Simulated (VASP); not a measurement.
Input of a VASP 6.6.1 run:

Contents of POSCAR:

```
O
1.0
    1.7755910000      0.0000000000      0.0000000000
    0.0000000000      1.7755910000      0.0000000000
    0.0000000000      0.0000000000      3.0530510000
O
1
Direct
    0.0000000000      0.0000000000      0.0000000000
```

INCAR.step1

```
ALGO     = Normal         # electronic algorithm
EDIFF    = 1E-4           # SCF threshold, eV
ENCUT    = 520            # plane-wave cutoff, eV
GGA      = PE             # functional
ISMEAR   = -1             # smearing method
LASPH    = True           # aspherical terms in the spheres
LCHARG   = False          # write CHGCAR
LREAL    = False          # projectors in reciprocal space
LWAVE    = True           # write WAVECAR
NBANDS   = 9              # bands
NELM     = 100            # most SCF steps
PREC     = Accurate       # precision mode
SIGMA    = 0.1            # smearing width, eV
```

File INCAR.step2:

```
ALGO     = Normal         # electronic algorithm
EDIFF    = 1E-7           # SCF threshold, eV
ENCUT    = 520            # plane-wave cutoff, eV
ISIF     = 2              # what is computed and relaxed
ISMEAR   = -1             # smearing method
ISTART   = 1            
LASPH    = True           # aspherical terms in the spheres
LCHARG   = False          # write CHGCAR
LMIXTAU  = True         
LREAL    = False          # projectors in reciprocal space
LWAVE    = False          # write WAVECAR
METAGGA  = R2SCAN         # meta-GGA
NBANDS   = 9              # bands
NELM     = 100            # most SCF steps
PREC     = Accurate       # precision mode
SIGMA    = 0.1            # smearing width, eV
```

KPOINTS

```
k-points
0
Gamma
  11 11 6
```

Potentials or basis: VASP PAW PBE potentials, release 64 (O).

Launch:

```sh
$ cat potpaw_PBE.64/O/POTCAR > POTCAR
$ cp INCAR.step1 INCAR
$ mpirun -np 1 vasp_std > vasp.out
$ cp INCAR.step2 INCAR
$ mpirun -np 1 vasp_std > vasp.out
```

Question: Estimate the band gap on the k mesh.

Answer: Zero (band 3 reaches 4.36 eV, above the bottom of band 4 at -1.15 eV).

Question: Estimate the pressure.

Answer: 1.5 GPa.

Stress tensor (GPa, compression positive):
```
1.96 0.00 0.00
0.00 1.96 0.00
0.00 0.00 0.55
```

Caveat: the PAW data sets were made with another functional, which shifts forces and pressure a little.
